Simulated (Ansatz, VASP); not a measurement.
## ZrB2 in VASP and in Ansatz

Contents of INCAR:

```
PREC = Accurate
ENCUT = 520
EDIFF = 1E-6
ISMEAR = 0
SIGMA = 0.15
LREAL = False
LASPH = True
NELM = 100
ALGO = Normal
ISIF = 2
LWAVE = False
LCHARG = True
LELF = True
LVHAR = True
NBANDS = 16
```

Contents of KPOINTS:

```
regular mesh
0
Gamma
  15 15 12
```

Contents of POSCAR:

```
ZrB2
1.0
    3.1952000000      0.0000000000      0.0000000000
   -1.5976000000      2.7671243702      0.0000000000
    0.0000000000      0.0000000000      3.3726000000
Zr B
1 2
Direct
    0.0000000000      0.0000000000      0.0000000000
    0.3333333333      0.6666666667      0.5000000000
    0.6666666667      0.3333333333      0.5000000000
```

Input for Ansatz:

```yaml
crystal:
  lattice:
    - [3.1952, 0.0, 0.0]
    - [-1.5976, 2.7671243702, 0.0]
    - [0.0, 0.0, 3.3726]
  atoms:
    - { symbol: Zr, position: [0.0, 0.0, 0.0] }
    - { symbol: B, position: [0.3333333333, 0.6666666667, 0.5] }
    - { symbol: B, position: [0.6666666667, 0.3333333333, 0.5] }
basis:
  ecutwfc: 520.0
kpoints:
  mp_grid: { grid: [15, 15, 12] }
hamiltonian:
  xc: lda
  pseudopotentials: { kind: paw }
scf:
  occupations: { method: gaussian, width: 0.15 }
output:
  forces: true
  stress: true
  eigenvalues: true
```

Alike in both runs: task single point; functional LDA; k mesh 15 × 15 × 12; occupations gaussian, width 0.15 eV; no spin polarisation.

|  | VASP | Ansatz |
| --- | --- | --- |
| version | VASP 6.6.1 | Ansatz 0.2.0 |
| potentials or method | VASP PAW LDA potentials, release 64 (Zr_sv, B), cutoff 520 eV | scalar-relativistic, plane waves, PAW |
| valence electrons in the cell | 18 | 18 |

```tsv
	VASP	Ansatz	Ansatz less VASP
gap on the k mesh at the Fermi level (eV)	none	none	-
pressure (GPa)	-1.4	-1.9	-0.54
traceless stress, the component that is largest in VASP (GPa)	12.32	12.30	-0.028
```

LDA's correlation is that of Perdew and Zunger in VASP and of Perdew and Wang (1992) in Ansatz. A gap of «none» marks a metal or a gap that the smearing closes.
